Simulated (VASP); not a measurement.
# Nb (P6_3/mmc) in VASP: relaxation of shape and atoms at fixed volume with PBE

Aim: the relaxation of shape and atoms at fixed volume of Nb with PBE.

Everything below comes from runs of VASP 6.6.1. Logs are shortened: lines on timing, memory, paths and dates and some standing lists are left out, and cuts for length are marked.

**1. The cell of the first run**

Symmetry: P6_3/mmc, No. 194, hexagonal system. The conventional cell has a = 2.706 Å, b = 2.706 Å, c = 4.944 Å, α = 90.00°, β = 90.00°, γ = 120.00°. Nb (site symmetry -6m2) has 12 Nb at 2.71 to 2.92 Å within 3.6 Å.

**2. Relaxation of shape and atoms at fixed volume, PBE**

File INCAR:

```
PREC = Accurate
ENCUT = 600
EDIFF = 1E-6
ISMEAR = -1
SIGMA = 0.05
LREAL = False
LASPH = True
NELM = 60
ALGO = Normal
ISIF = 4
LWAVE = False
LCHARG = False
GGA = PE
IBRION = 2
NSW = 50
EDIFFG = -0.005
```

File KPOINTS:

```
regular mesh
0
Gamma
  16 16 9
```

File POSCAR:

```
Nb
1.0
    2.7064272576      0.0000000000      0.0000000000
   -1.3532136288      2.3438347586      0.0000000000
    0.0000000000      0.0000000000      4.9436136601
Nb
2
Direct
    0.3333333333      0.6666666667      0.2500000000
    0.6666666667      0.3333333333      0.7500000000
```

Potentials or basis: VASP PAW PBE potentials, release 64 (Nb_sv).

Started as:

```console
cat potpaw_PBE.64/Nb_sv/POTCAR > POTCAR
mpirun -np 1 vasp_std > vasp.out
```

OUTCAR:

```text
PREC = Accurate
   ENCUT = 600
   EDIFF = 1E-6
   ISMEAR = -1
   LREAL = False
   LASPH = True
   NELM = 60
   ISIF = 4
   GGA = PE
   IBRION = 2
   NSW = 50
   EDIFFG = -0.005

 ion  position               nearest neighbor table
   1  0.333  0.667  0.250-   2 2.92   2 2.92   2 2.92   2 2.92   2 2.92   2 2.92
   2  0.667  0.333  0.750-   1 2.92   1 2.92   1 2.92   1 2.92   1 2.92   1 2.92

  LATTYP: Found a hexagonal cell.
 ALAT       =     2.7064272576
 C/A-ratio  =     1.8266198163

  Lattice vectors:

 A1 = (   2.7064272576,   0.0000000000,   0.0000000000)
 A2 = (  -1.3532136288,   2.3438347586,   0.0000000000)
 A3 = (   0.0000000000,   0.0000000000,   4.9436136601)

Analysis of symmetry for initial positions (statically):
=====================================================================
 Subroutine PRICEL returns:
 Original cell was already a primitive cell.

 Routine SETGRP: Setting up the symmetry group for a
 hexagonal supercell.

 Subroutine GETGRP returns: Found 24 space group operations
 (whereof 12 operations were pure point group operations)
 out of a pool of 24 trial point group operations.

The static configuration has the point symmetry D_3d.
 The point group associated with its full space group is D_6h.

Analysis of symmetry for dynamics (positions and initial velocities):
=====================================================================
 Subroutine PRICEL returns:
 Original cell was already a primitive cell.

 Routine SETGRP: Setting up the symmetry group for a
 hexagonal supercell.

 Subroutine GETGRP returns: Found 24 space group operations
 (whereof 12 operations were pure point group operations)
 out of a pool of 24 trial point group operations.

The dynamic configuration has the point symmetry D_3d.
 The point group associated with its full space group is D_6h.

 Subroutine INISYM returns: Found 24 space group operations
 (whereof 12 operations are pure point group operations),
 and found     1 'primitive' translations

----------------------------------------------------------------------------------------

                                     Primitive cell

  volume of cell :      31.3594

  direct lattice vectors                    reciprocal lattice vectors
     2.706427258  0.000000000  0.000000000     0.369490810  0.213325619  0.000000000
    -1.353213629  2.343834759  0.000000000     0.000000000  0.426651237  0.000000000
     0.000000000  0.000000000  4.943613660     0.000000000  0.000000000  0.202281179

  length of vectors
     2.706427258  2.706427258  4.943613660     0.426651237  0.426651237  0.202281179

  position of ions in fractional coordinates (direct lattice)
     0.333333333  0.666666667  0.250000000
     0.666666667  0.333333333  0.750000000

  ion indices of the primitive-cell ions
   primitive index   ion index
                 1           1
                 2           2

----------------------------------------------------------------------------------------

 KPOINTS: regular mesh

Automatic generation of k-mesh.
 Grid dimensions read from file:
 generate k-points for:   16   16    9

 Generating k-lattice:

  Cartesian coordinates                     Fractional coordinates (reciprocal lattice)
     0.023093176  0.013332851  0.000000000     0.062500000 -0.000000000  0.000000000
     0.000000000  0.026665702  0.000000000     0.000000000  0.062500000  0.000000000
     0.000000000  0.000000000  0.022475687     0.000000000  0.000000000  0.111111111

  Length of vectors
     0.026665702  0.026665702  0.022475687

  Shift w.r.t. Gamma in fractional coordinates (k-lattice)
     0.000000000  0.000000000  0.000000000

 Subroutine IBZKPT returns following result:
 ===========================================

 Found    150 irreducible k-points:

 Following reciprocal coordinates:
            Coordinates               Weight
  0.000000  0.000000  0.000000      1.000000
  0.062500 -0.000000  0.000000      6.000000
  0.125000 -0.000000  0.000000      6.000000
  0.187500 -0.000000  0.000000      6.000000
  0.250000 -0.000000  0.000000      6.000000
  0.312500  0.000000  0.000000      6.000000
[... 16 lines left out ...]
  0.187500  0.187500  0.000000      6.000000
  0.250000  0.187500  0.000000     12.000000
 [... further k-points ...]
   k-points           NKPTS =    150   k-points in BZ     NKDIM =    150   number of bands    NBANDS=     17
   number of dos      NEDOS =    301   number of ions     NIONS =      2
   total plane-waves  NPLWV =  23040
   dimension x,y,z NGX =    24 NGY =   24 NGZ =   40
   dimension x,y,z NGXF=    48 NGYF=   48 NGZF=   80
   ions per type =               2
   NGX,Y,Z   is equivalent  to a cutoff of  14.74, 14.74, 13.45 a.u.
   NGXF,Y,Z  is equivalent  to a cutoff of  29.48, 29.48, 26.90 a.u.
 SYSTEM =  unknown system
   PREC   = accura    normal or accurate (medium, high low for compatibility)
   ISTART =      0    job   : 0-new  1-cont  2-samecut
   ICHARG =      2    charge: 1-file 2-atom 10-const
   ISPIN  =      1    spin polarized calculation?
   LNONCOLLINEAR =      F non collinear calculations
   LSORBIT =      F    spin-orbit coupling
   LASPH  =      T    aspherical Exc in radial PAW
   ENCUT  =  600.0 eV  44.10 Ry    6.64 a.u.   5.41  5.41  9.87*2*pi/ulx,y,z
   NELM   =     60;   NELMIN=  2; NELMDL= -5     # of ELM steps
   EDIFF  = 0.1E-05   stopping-criterion for ELM
   LREAL  =      F    real-space projection
   EDIFFG = -.5E-02   stopping-criterion for IOM
   NSW    =     50    number of steps for IOM
   IBRION =      2    ionic relax: 0-MD 1-quasi-New 2-CG
   NFREE  =      1    steps in history (QN), initial steepest desc. (CG)
   ISIF   =      4    stress and relaxation
   ISYM   =      2    0-nonsym 1-usesym 2-fastsym
   POTIM  = 0.5000    time-step for ionic-motion
   TEBEG  =    0.0;   TEEND  =   0.0 temperature during run
   PSTRESS=    0.0 pullay stress
   NELECT =      26.0000    total number of electrons
   NUPDOWN=      -1.0000    fix difference up-down
   EMIN   =  10.00;   EMAX   =-10.00  energy-range for DOS
   EFERMI =   0.00;   METHOD = LEGACY
   ISMEAR =    -1;   SIGMA  =   0.05  broadening in eV -4-tet -1-fermi 0-gaus
   EFERMI_NEDOS =   21; number of points for ismear=-14 and -15
   IALGO  =     38    algorithm
   IMIX   =      4    mixing-type and parameters
     AMIX     =   0.40;   BMIX     =  1.00
     AMIX_MAG =   1.60;   BMIX_MAG =  1.00
  volume/ion in A,a.u.               =      15.68       105.81
  Fermi-wavevector in a.u.,A,eV,Ry     =   1.537954  2.906311 32.181891  2.365302
  Thomas-Fermi vector in A             =   2.644390
   LORBIT       =      0    0 simple, 1 ext, 2 COOP (PROOUT), +10 PAW based schemes
   GGA     = PE    functional components
   LHFCALC =     F    Hartree Fock is set to
   AEXX    =    0.0000 exact exchange contribution
   IVDW    =     0    specifies the selected vdW correction
   LEPSILON=     F    determine dielectric tensor
   LRPA    =     F    only Hartree local field effects (RPA)
 conjugate gradient relaxation of ions
 non-spin polarized calculation
  energy-cutoff  :      600.00
  volume of cell :       31.36
 maximum number of plane-waves:      1087
 NGX is ok and might be reduce to    24
   NGX = 11   NGY = 11   NGZ = 19

--------------------------------------- Ionic step        1  -------------------------------------------

 number of electron      26.0000000 magnetization

 Free energy of the ion-electron system (eV)
  ---------------------------------------------------
  ext. energy  EPLUGINS =         0.00000000
  ---------------------------------------------------
  free energy    TOTEN  =       -19.23134468 eV

  energy without entropy =      -19.21150089  energy(sigma->0) =      -19.22142279

------------------------ aborting loop because EDIFF is reached ----------------------------------------

  FORCE on cell =-STRESS in cart. coord.  units (eV):
  Direction    XX          YY          ZZ          XY          YZ          ZX
  --------------------------------------------------------------------------------------
  -------------------------------------------------------------------------------------
  Total        7.7571048      7.7571048      7.1085521      0.0000000     -0.0000000      0.0000000
  in kB      396.3166973    396.3166973    363.1816191      0.0000000     -0.0000000      0.0000000
  external PRESSURE =     385.2716712 kB  Pullay stress =       0.0000000 kB
[... 57 lines left out ...]
  energy  without entropy=      -19.2149074256  energy(sigma->0) =      -19.22434217

--------------------------------------- Ionic step        3  -------------------------------------------

 number of electron      25.9999999 magnetization

 Free energy of the ion-electron system (eV)
  ---------------------------------------------------
  ext. energy  EPLUGINS =         0.00000000
  ---------------------------------------------------
  free energy    TOTEN  =       -19.23398636 eV

  energy without entropy =      -19.21494758  energy(sigma->0) =      -19.22446697

 E-fermi :  13.6684     XC(G=0): -13.2206

 val. band max:       13.6683570826   @ k =   0.0625  -0.0000   0.1111
 cond. band min:      13.6696720664   @ k =   0.1875   0.1250   0.0000
 fundamental gap:      0.0013149838
 Fermi energy:        13.6684243062

 k-point     1 :       0.0000    0.0000    0.0000
  band No.  band energies     occupation
      1     -41.0148      2.00000
      2     -40.7460      2.00000
      3     -17.8508      2.00000
      4     -16.1806      2.00000
      5     -15.9307      2.00000
      6     -15.9307      2.00000
[... 9 lines left out ...]
     16      14.8541      0.00000
     17      16.5445      0.00000
[... 443 lines left out ...]
      1     -40.6120      2.00000
      2     -40.4858      2.00000
      3     -17.5322      2.00000
      4     -17.4302      2.00000
      5     -17.1089      2.00000
      6     -16.6319      2.00000
[... 9 lines left out ...]
     16      15.7108      0.00000
     17      18.2467      0.00000

 [... further k-points ...]
[... 5 lines left out ...]
  --------------------------------------------------------------------------------------
  -------------------------------------------------------------------------------------
  Total        7.5086405      7.5086405      7.5128777     -0.0000000     -0.0000000      0.0000000
  in kB      383.6224557    383.6224557    383.8389371     -0.0000000     -0.0000000      0.0000000
  external PRESSURE =     383.6946162 kB  Pullay stress =       0.0000000 kB
[... 17 lines left out ...]
  FREE ENERGIE OF THE ION-ELECTRON SYSTEM (eV)
  ---------------------------------------------------
  free  energy   TOTEN  =       -19.2339863624 eV

  energy  without entropy=      -19.2149475835  energy(sigma->0) =      -19.22446697

 reached required accuracy - stopping structural energy minimisation
```

Run time: 87 s. Hardware: 1 thread of Intel Xeon 6975P-C, shared host; peak memory 0.22 GiB.

Results:

```
Free energy               : -19.2340 eV
Energy gained by relaxing : 1.3 meV/atom
Ionic steps               : 3
Pressure after relaxing   : 38.4 GPa
Band gap on the k mesh    : zero (band 13 reaches 15.76 eV, above the bottom of band 14 at 12.88 eV)
```

Step by step:
| step | energy change (eV) | largest force (eV/Å) | pressure (GPa) | volume (Å³) |
| --- | --- | --- | --- | --- |
| 1 | 0.0000 | 0.0000 | 38.53 | 31.36 |
| 2 | -0.0024 | 0.0000 | 38.30 | 31.36 |
| 3 | -0.0026 | 0.0000 | 38.37 | 31.36 |

Final structure:
```
Nb
1.0
     2.71752    0.00000    0.00000
    -1.35876    2.35344    0.00000
     0.00000    0.00000    4.90334
Nb
2
Direct
  0.33333 0.66667 0.25000
  0.66667 0.33333 0.75000
```

Levels at points of the mesh, in eV from the Fermi level:
```csv
k point,band 10,band 11,band 12,band 13,band 14,band 15,band 16,band 17
"(0.00, 0.00, 0.00)",-4.44,-1.26,0.17,0.17,0.77,0.77,1.19,2.88
"(0.50, 0.00, 0.00)",-4.16,-3.87,-0.65,0.50,0.54,0.62,5.50,6.67
```
